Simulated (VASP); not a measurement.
# As (R-3m) in VASP: a series of runs, part 2 of 2

VASP 6.6.1. The steps go on from the part before.

## (4) Single point, PBE+D3(BJ)

This run uses another cell than the first one, of 21.53 Å³/atom.

The input, INCAR:

```
SYSTEM = As
PREC     = Accurate       ! precision mode
ENCUT    = 510            ! plane-wave cutoff, eV
EDIFF    = 1E-6           ! SCF threshold, eV
ISMEAR   = 0              ! smearing method
SIGMA    = 0.1            ! smearing width, eV
LREAL    = .FALSE.        ! projectors in reciprocal space
LASPH    = .TRUE.         ! aspherical terms in the spheres
NELM     = 120            ! most SCF steps
ALGO     = Normal         ! electronic algorithm
ISIF     = 2              ! what is computed and relaxed
LWAVE    = .FALSE.        ! write WAVECAR
LCHARG   = .TRUE.         ! write CHGCAR
GGA      = PE             ! functional
IVDW     = 12             ! dispersion correction
LELF     = .TRUE.         ! ELF
LVHAR    = .TRUE.       
NBANDS   = 22             ! bands
GGA_COMPAT= .FALSE.
```

The input, KPOINTS:

```
Automatic mesh
0
G
  12 12 12
  0 0 0
```

The input, POSCAR:

```
As
1.0
    1.8807968987      1.0858785957      3.5140619945
   -1.8807968987      1.0858785957      3.5140619945
    0.0000000000     -2.1717571915      3.5140619945
As
2
Direct
    0.7716469862      0.7716469862      0.7716469862
    0.2283530138      0.2283530138      0.2283530138
```

Potentials or basis: VASP PAW PBE potentials, release 64 (As_d).

Command:

```sh
$ cat potpaw_PBE.64/As_d/POTCAR > POTCAR
$ mpirun -np 1 vasp_std > vasp.out
```

OUTCAR:

```text
SYSTEM = As
   PREC = Accurate
   ENCUT = 510
   EDIFF = 1E-6
   ISMEAR = 0
   LREAL = .FALSE.
   LASPH = .TRUE.
   NELM = 120
   ISIF = 2
   GGA = PE
   IVDW = 12
 IVDW          = 12

 ion  position               nearest neighbor table
   1  0.772  0.772  0.772-   2 2.53   2 2.53   2 2.53
   2  0.228  0.228  0.228-   1 2.53   1 2.53   1 2.53

  LATTYP: Found a trigonal (rhomboedric) cell.
 ALAT       =     4.1310000000
 COS(alpha) =     0.5854247172

  Lattice vectors:

 A1 = (   1.8807968987,   1.0858785957,   3.5140619945)
 A2 = (  -1.8807968987,   1.0858785957,   3.5140619945)
 A3 = (   0.0000000000,  -2.1717571915,   3.5140619945)

Analysis of symmetry for initial positions (statically):
=====================================================================
 Subroutine PRICEL returns:
 Original cell was already a primitive cell.

 Routine SETGRP: Setting up the symmetry group for a
 trigonal (rhombohedral) supercell.

 Subroutine GETGRP returns: Found 12 space group operations
 (whereof 12 operations were pure point group operations)
 out of a pool of 12 trial point group operations.

The static configuration has the point symmetry D_3d.

Analysis of symmetry for dynamics (positions and initial velocities):
=====================================================================
 Subroutine PRICEL returns:
 Original cell was already a primitive cell.

 Routine SETGRP: Setting up the symmetry group for a
 trigonal (rhombohedral) supercell.

 Subroutine GETGRP returns: Found 12 space group operations
 (whereof 12 operations were pure point group operations)
 out of a pool of 12 trial point group operations.

The dynamic configuration has the point symmetry D_3d.

 Subroutine INISYM returns: Found 12 space group operations
 (whereof 12 operations are pure point group operations),
 and found     1 'primitive' translations

----------------------------------------------------------------------------------------

                                     Primitive cell

  volume of cell :      43.0610

  direct lattice vectors                    reciprocal lattice vectors
     1.880796899  1.085878596  3.514061995     0.265844760  0.153485544  0.094856987
    -1.880796899  1.085878596  3.514061995    -0.265844760  0.153485544  0.094856987
     0.000000000 -2.171757191  3.514061995     0.000000000 -0.306971087  0.094856987

  length of vectors
     4.131000000  4.131000000  4.131000000     0.321292852  0.321292852  0.321292852

  position of ions in fractional coordinates (direct lattice)
     0.771646986  0.771646986  0.771646986
     0.228353014  0.228353014  0.228353014

  ion indices of the primitive-cell ions
   primitive index   ion index
                 1           1
                 2           2

----------------------------------------------------------------------------------------

 KPOINTS: Automatic mesh

Automatic generation of k-mesh.
 Grid dimensions read from file:
 generate k-points for:   12   12   12

 Generating k-lattice:

  Cartesian coordinates                     Fractional coordinates (reciprocal lattice)
     0.022153730  0.012790462  0.007904749     0.083333333  0.000000000  0.000000000
    -0.022153730  0.012790462  0.007904749     0.000000000  0.083333333  0.000000000
     0.000000000 -0.025580924  0.007904749     0.000000000  0.000000000  0.083333333

  Length of vectors
     0.026774404  0.026774404  0.026774404

  Shift w.r.t. Gamma in fractional coordinates (k-lattice)
     0.000000000  0.000000000  0.000000000

 Subroutine IBZKPT returns following result:
 ===========================================

 Found    189 irreducible k-points:

 Following reciprocal coordinates:
            Coordinates               Weight
  0.000000  0.000000  0.000000      1.000000
  0.083333  0.000000  0.000000      6.000000
  0.166667 -0.000000 -0.000000      6.000000
  0.250000  0.000000  0.000000      6.000000
  0.333333 -0.000000 -0.000000      6.000000
  0.416667 -0.000000 -0.000000      6.000000
[... 16 lines left out ...]
  0.500000  0.166667  0.000000     12.000000
 -0.416667  0.166667  0.000000     12.000000
 [... further k-points ...]
   k-points           NKPTS =    189   k-points in BZ     NKDIM =    189   number of bands    NBANDS=     22
   number of dos      NEDOS =    301   number of ions     NIONS =      2
   total plane-waves  NPLWV =  27000
   dimension x,y,z NGX =    30 NGY =   30 NGZ =   30
   dimension x,y,z NGXF=    60 NGYF=   60 NGZF=   60
   ions per type =               2
   NGX,Y,Z   is equivalent  to a cutoff of  12.07, 12.07, 12.07 a.u.
   NGXF,Y,Z  is equivalent  to a cutoff of  24.15, 24.15, 24.15 a.u.
 SYSTEM =  As
   PREC   = accura    normal or accurate (medium, high low for compatibility)
   ISTART =      0    job   : 0-new  1-cont  2-samecut
   ICHARG =      2    charge: 1-file 2-atom 10-const
   ISPIN  =      1    spin polarized calculation?
   LNONCOLLINEAR =      F non collinear calculations
   LSORBIT =      F    spin-orbit coupling
   LASPH  =      T    aspherical Exc in radial PAW
   ENCUT  =  510.0 eV  37.48 Ry    6.12 a.u.   7.61  7.61  7.61*2*pi/ulx,y,z
   NELM   =    120;   NELMIN=  2; NELMDL= -5     # of ELM steps
   EDIFF  = 0.1E-05   stopping-criterion for ELM
   LREAL  =      F    real-space projection
   EDIFFG = 0.1E-04   stopping-criterion for IOM
   NSW    =      0    number of steps for IOM
   IBRION =     -1    ionic relax: 0-MD 1-quasi-New 2-CG
   NFREE  =      0    steps in history (QN), initial steepest desc. (CG)
   ISIF   =      2    stress and relaxation
   ISYM   =      2    0-nonsym 1-usesym 2-fastsym
   POTIM  = 0.5000    time-step for ionic-motion
   TEBEG  =    0.0;   TEEND  =   0.0 temperature during run
   PSTRESS=    0.0 pullay stress
   NELECT =      30.0000    total number of electrons
   NUPDOWN=      -1.0000    fix difference up-down
   EMIN   =  10.00;   EMAX   =-10.00  energy-range for DOS
   EFERMI =   0.00;   METHOD = LEGACY
   ISMEAR =     0;   SIGMA  =   0.10  broadening in eV -4-tet -1-fermi 0-gaus
   EFERMI_NEDOS =   21; number of points for ismear=-14 and -15
   IALGO  =     38    algorithm
   IMIX   =      4    mixing-type and parameters
     AMIX     =   0.40;   BMIX     =  1.00
     AMIX_MAG =   1.60;   BMIX_MAG =  1.00
  volume/ion in A,a.u.               =      21.53       145.29
  Fermi-wavevector in a.u.,A,eV,Ry     =   1.451289  2.742539 28.657140  2.106240
  Thomas-Fermi vector in A             =   2.568803
   LORBIT       =      0    0 simple, 1 ext, 2 COOP (PROOUT), +10 PAW based schemes
   GGA     = PE    functional components
   LHFCALC =     F    Hartree Fock is set to
   AEXX    =    0.0000 exact exchange contribution
   IVDW    =    12    specifies the selected vdW correction
   LEPSILON=     F    determine dielectric tensor
   LRPA    =     F    only Hartree local field effects (RPA)
 non-spin polarized calculation
 Gauss-broadening in eV      SIGMA  =   0.10
  energy-cutoff  :      510.00
  volume of cell :       43.06
 maximum number of plane-waves:      1138
   NGX = 15   NGY = 15   NGZ = 15

 number of electron      29.9999999 magnetization

 Free energy of the ion-electron system (eV)
  ---------------------------------------------------
  ext. energy  EPLUGINS =         0.00000000
  ---------------------------------------------------
  free energy    TOTEN  =        -9.34387174 eV

  energy without entropy =       -9.34298780  energy(sigma->0) =       -9.34342977

 E-fermi :   3.8395     XC(G=0): -10.6673

 val. band max:        3.7891496855   @ k =   0.3333   0.1667   0.1667
 cond. band min:       3.8415633512   @ k =   0.4167   0.2500   0.2500
 fundamental gap:      0.0524136657
 Fermi energy:         3.8394785955

 k-point     1 :       0.0000    0.0000    0.0000
  band No.  band energies     occupation
      1     -32.4943      2.00000
      2     -32.4943      2.00000
      3     -32.4507      2.00000
      4     -32.4507      2.00000
      5     -32.4229      2.00000
      6     -32.3862      2.00000
[... 14 lines left out ...]
     21      10.9241      0.00000
     22      12.5716      0.00000
[... 552 lines left out ...]
  band No.  band energies     occupation
      1     -32.4835      2.00000
      2     -32.4440      2.00000
      3     -32.4305      2.00000
      4     -32.4224      2.00000
      5     -32.4172      2.00000
      6     -32.4164      2.00000
[... 14 lines left out ...]
     21      13.7256      0.00000
     22      15.7286      0.00000

 [... further k-points ...]

------------------------ aborting loop because EDIFF is reached ----------------------------------------

 Edisp (eV)   -0.83939

 E8    (eV) :    -0.3556

  FORCE on cell =-STRESS in cart. coord.  units (eV):
  Direction    XX          YY          ZZ          XY          YZ          ZX
  --------------------------------------------------------------------------------------
  -------------------------------------------------------------------------------------
  Total      -0.02640    -0.02640    -0.43947     0.00000     0.00000    -0.00000
  in kB      -0.98233    -0.98233   -16.35128     0.00000     0.00000    -0.00000
  external pressure =       -6.11 kB  Pullay stress =        0.00 kB

 VOLUME and BASIS-vectors are now :
 -----------------------------------------------------------------------------
  energy-cutoff  :      510.00
  volume of cell :       43.06
      direct lattice vectors                 reciprocal lattice vectors
     1.880796899  1.085878596  3.514061995     0.265844760  0.153485544  0.094856987
    -1.880796899  1.085878596  3.514061995    -0.265844760  0.153485544  0.094856987
     0.000000000 -2.171757191  3.514061995     0.000000000 -0.306971087  0.094856987

 POSITION                                       TOTAL-FORCE (eV/Angst)
 -----------------------------------------------------------------------------------
      0.00000     -0.00000      8.13485         0.000000      0.000000     -0.010726
      0.00000     -0.00000      2.40734         0.000000     -0.000000      0.010726
 -----------------------------------------------------------------------------------
    total drift:                               -0.000000     -0.000000      0.000000

  FREE ENERGIE OF THE ION-ELECTRON SYSTEM (eV)
  ---------------------------------------------------
  free  energy   TOTEN  =       -10.1832658415 eV

  energy  without entropy=      -10.1823819065  energy(sigma->0) =      -10.18282387
```

It took 63 s on 1 thread of Intel Xeon 6975P-C (Granite Rapids), shared host; peak memory 0.27 GiB.

Results:

- Free energy: -10.1833 eV
- Pressure: -0.6 GPa
- Largest force: 0.011 eV/Å
- Band gap on the k mesh: zero (bands 15 and 16 overlap by 0.39 eV)
- Dispersion energy per atom: -0.420 eV

Forces on the atoms (eV/Å):
```
As   0.000  0.000 -0.011
As   0.000  0.000  0.011
```

## (5) Overview

| cell | gap on the mesh (eV) | pressure (GPa) | largest force (eV/Å) |
| --- | --- | --- | --- |
| a = 3.775 Å, angles 58.5°, 2 atoms, atomic positions A | none | 9.6 | 0.01 |
| a = 3.949 Å, angles 57.0°, 2 atoms, atomic positions B | none | 1.8 | 0.02 |
| a = 4.131 Å, angles 54.2°, 2 atoms, atomic positions C | none | -0.6 | 0.01 |

Alike in all rows: task single point; level PBE+D3(BJ); potentials or basis VASP PAW PBE potentials, release 64 (As_d); no spin polarisation; k mesh 12 × 12 × 12; cutoff (eV) 510; smearing gaussian 0.1 eV.

Caveats: the cell stands under pressure (at least some runs).

Total energies depend on the potentials used, so only differences within one code and one set of settings carry meaning.

The gap in the log of VASP goes by the Fermi energy; the results here count the filled bands.